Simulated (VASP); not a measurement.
A run of VASP 6.6.1 is set up as follows.

The input INCAR:

```
PREC = Accurate
ENCUT = 600
EDIFF = 1E-7
ISMEAR = -1
SIGMA = 0.05
LREAL = F
LASPH = T
NELM = 100
ALGO = Normal
ISIF = 3
LWAVE = F
LCHARG = F
GGA = PS
IVDW = 12
IBRION = 2
NSW = 60
EDIFFG = -0.01
```

File KPOINTS:

```
regular mesh
0
Gamma
  9 9 9
```

POSCAR

```
CO2
1.0
   -1.9747270000      1.9747270000      3.0140580000
    1.9747270000     -1.9747270000      3.0140580000
    1.9747270000      1.9747270000     -3.0140580000
O C
4 2
Direct
    0.8750000000      0.9597980000      0.5847980000
    0.3750000000      0.2902020000      0.4152020000
    0.0402020000      0.6250000000      0.9152020000
    0.7097980000      0.1250000000      0.0847980000
    0.0000000000      0.0000000000      0.0000000000
    0.7500000000      0.2500000000      0.5000000000
```

Potentials or basis: VASP PAW PBE potentials, release 64 (O, C).

Launch:

```sh
$ cat potpaw_PBE.64/O/POTCAR potpaw_PBE.64/C/POTCAR > POTCAR
$ mpirun -np 1 vasp_std > vasp.out
```

Question: Predict the band gap on the k mesh.

Answer: 7.59 eV (least direct gap 7.98 eV).

Question: What does it give for the dispersion energy per atom?

Answer: -0.069 eV.

Final structure:
```xyz
6
Lattice="-1.9509 1.9509 2.9672 1.9509 -1.9509 2.9672 1.9509 1.9509 -2.9672" Properties=species:S:1:pos:R:3 pbc="T T T"
O     1.2881    0.9754    3.7090
O     0.6627    0.9754    0.7418
O     2.9263    0.6627   -0.7418
O    -0.9754    1.2881    2.2254
C     0.0000    0.0000    0.0000
C     0.0000    1.9509    1.4836
```

 A k mesh can miss the band edges.
